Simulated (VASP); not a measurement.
Here is a VASP 6.6.1 calculation.

INCAR

```
SYSTEM = Si
ALGO = Normal
EDIFF = 1E-6
ENCUT = 520
GGA = PE
ISIF = 2
ISMEAR = 0
LASPH = .TRUE.
LCHARG = .FALSE.
LREAL = .FALSE.
LWAVE = .FALSE.
NBANDS = 11
NELM = 80
PREC = Accurate
SIGMA = 0.02
```

Contents of KPOINTS:

```
k-points
0
G
  18 18 18
  0 0 0
```

POSCAR

```
Si
1.0
    0.0000000000      2.7350914364      2.7350914364
    2.7350914364      0.0000000000      2.7350914364
    2.7350914364      2.7350914364      0.0000000000
Si
2
Direct
    0.0000000000      0.0000000000      0.0000000000
    0.2500000000      0.2500000000      0.2500000000
```

Potentials or basis: VASP PAW PBE potentials, release 64 (Si).

Launch:

```bash
$ cat potpaw_PBE.64/Si/POTCAR > POTCAR
$ mpirun -np 1 vasp_std > vasp.out
```

**Question.** Estimate the pressure.

**Answer.** -0.1 GPa.

**Question.** Estimate the band gap on the k mesh.

**Answer.** 0.62 eV, indirect (least direct gap 2.56 eV).

A k mesh can miss the band edges. A hybrid or GW would open this gap; PBE tends to underestimate it.
